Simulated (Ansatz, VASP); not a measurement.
**Two plane-wave programs on Se**

The input INCAR:

```
ALGO = Normal
EDIFF = 1E-6
EDIFFG = -0.005
ENCUT = 600
GGA = PS
IBRION = 2
ISIF = 3
ISMEAR = 0
LASPH = True
LCHARG = False
LREAL = False
LWAVE = False
NELM = 100
NSW = 100
PREC = Accurate
SIGMA = 0.02
```

The input KPOINTS:

```
k-points
0
Gamma
  12 12 8
```

The input POSCAR:

```
Se
1.0
    4.0415167813      0.0000000000      0.0000000000
   -2.0207583906      3.5000562024      0.0000000000
    0.0000000000      0.0000000000      5.1178955428
Se
3
Direct
    0.2486417164      0.0000000000      0.3333333333
    0.0000000000      0.2486417164      0.6666666667
    0.7513582836      0.7513582836      0.0000000000
```

Input for Ansatz:

```yaml
crystal:
  lattice:
    - [4.0415168391, 0.0, 0.0]
    - [-2.0207584196, 3.5000562524, 0.0]
    - [0.0, 0.0, 5.1178959585]
  atoms:
    - { symbol: Se, position: [0.2486416704, 0.0, 0.3333333333] }
    - { symbol: Se, position: [0.0, 0.2486416704, 0.6666666667] }
    - { symbol: Se, position: [0.7513583296, 0.7513583296, 0.0] }
basis:
  ecutwfc: 420
kpoints:
  mp_grid: { grid: [12, 12, 8] }
hamiltonian:
  xc: pbesol
scf:
  occupations: { method: gaussian, width: 0.02 }
output:
  forces: true
  stress: true
  eigenvalues: true
relax:
  adjacent_minimum: "off"
  f_tol: 0.005
  max_steps: 80
  cell: { stress_tol: 0.05 }
```

Alike in both runs: task relaxation of cell and atoms; functional PBEsol; k mesh 12 × 12 × 8; occupations gaussian, width 0.02 eV; no spin polarisation.

|  | VASP | Ansatz |
| --- | --- | --- |
| version | VASP 6.6.1 | Ansatz 0.2.0 |
| potentials or method | VASP PAW PBE potentials, release 64 (Se), cutoff 600 eV | scalar-relativistic, plane waves, PAW |
| valence electrons in the cell | 18 | 48 |

```tsv
	VASP	Ansatz	Ansatz less VASP
gap on the k mesh at the Fermi level, each at its own relaxed structure (eV)	0.43	0.46	+0.023
relaxed volume (Å³/atom)	24.14	24.13	-0.010
relaxed cell length with the largest relative difference (Å)	5.126	5.118	-0.0078
```

VASP's potentials were made for PBE, not for PBEsol. VASP's potentials hold 18 valence electrons a cell and Ansatz's 48, so a difference there can come from the potentials and not from the codes.
